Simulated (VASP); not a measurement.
Wanted: the native input for a VASP 6.6.1 run.

```yaml
Task: single point
Functional: PBE
Potentials_or_basis: VASP PAW PBE potentials, release 64 (Zr_sv, B)
Cutoff: 420 eV
k_mesh: 7 × 7 × 5
Occupations: fermi-dirac, width 0.08 eV
Spin: no spin polarisation
Dipole_correction: no
Further_INCAR_settings: ALGO = Normal; EDIFF = 1e-06; NBANDS = 16
```

The structure of ZrB2 lies in POSCAR:

```
ZrB2
1.0
    3.1700000000      0.0000000000      0.0000000000
   -1.5850000000      2.7453005300      0.0000000000
    0.0000000000      0.0000000000      3.5330000000
Zr B
1 2
Direct
   -0.0008880297      0.0015608492      0.0014058873
    0.3295012654      0.6856637295      0.4896609114
    0.6757436147      0.3364720874      0.5051491650
```

These files were run (other wordings do the same):

INCAR

```
ALGO     = Normal         # electronic algorithm
EDIFF    = 1E-6           # SCF threshold, eV
ENCUT    = 420            # plane-wave cutoff, eV
GGA      = PE             # functional
GGA_COMPAT= False        
ISIF     = 2              # what is computed and relaxed
ISMEAR   = -1             # smearing method
LASPH    = True           # aspherical terms in the spheres
LCHARG   = False          # write CHGCAR
LREAL    = False          # projectors in reciprocal space
LWAVE    = False          # write WAVECAR
NBANDS   = 16             # bands
NELM     = 120            # most SCF steps
PREC     = Accurate       # precision mode
SIGMA    = 0.08           # smearing width, eV
```

KPOINTS

```
k-points
0
Gamma
  7 7 5
```

Potentials or basis: VASP PAW PBE potentials, release 64 (Zr_sv, B).

The run is started by

```console
$ cat potpaw_PBE.64/Zr_sv/POTCAR potpaw_PBE.64/B/POTCAR > POTCAR
$ mpirun -np 1 vasp_std > vasp.out
```

It gave:

- Pressure: 1.7 GPa
- Largest force: 0.993 eV/Å
- Band gap on the k mesh: zero (bands 9 and 10 overlap by 0.50 eV)

Run time: 42 s on 1 thread of Intel Xeon 8259CL (shared host), peak memory 0.17 GiB.
